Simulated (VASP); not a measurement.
Here is a VASP 6.6.1 calculation.

File INCAR:

```
SYSTEM = ZrC
ALGO = Normal
EDIFF = 1E-6
ENCUT = 520
GGA = PE
ISIF = 2
ISMEAR = -1
LASPH = .TRUE.
LCHARG = .FALSE.
LREAL = .FALSE.
LWAVE = .FALSE.
NBANDS = 15
NELM = 100
PREC = Accurate
SIGMA = 0.1
```

The input KPOINTS:

```
k-points
0
G
  14 14 14
  0 0 0
```

File POSCAR:

```
ZrC
1.0
    2.5948413539      0.0000000000      0.0000000000
    0.0000000000      2.5948413539      0.0000000000
    0.0000000000      0.0000000000      2.5948413539
Zr C
1 1
Direct
    0.0000000000      0.0000000000      0.0000000000
    0.5000000000      0.5000000000      0.5000000000
```

Potentials or basis: VASP PAW PBE potentials, release 64 (Zr_sv, C).

Command:

```console
$ cat potpaw_PBE.64/Zr_sv/POTCAR potpaw_PBE.64/C/POTCAR > POTCAR
$ mpirun -np 1 vasp_std > vasp.out
```

(1) What does it give for the pressure?

(2) What does it give for the band gap on the k mesh?

Results:

(1) 139.2 GPa.

(2) zero (band 8 reaches 17.28 eV, above the bottom of band 9 at 13.74 eV).
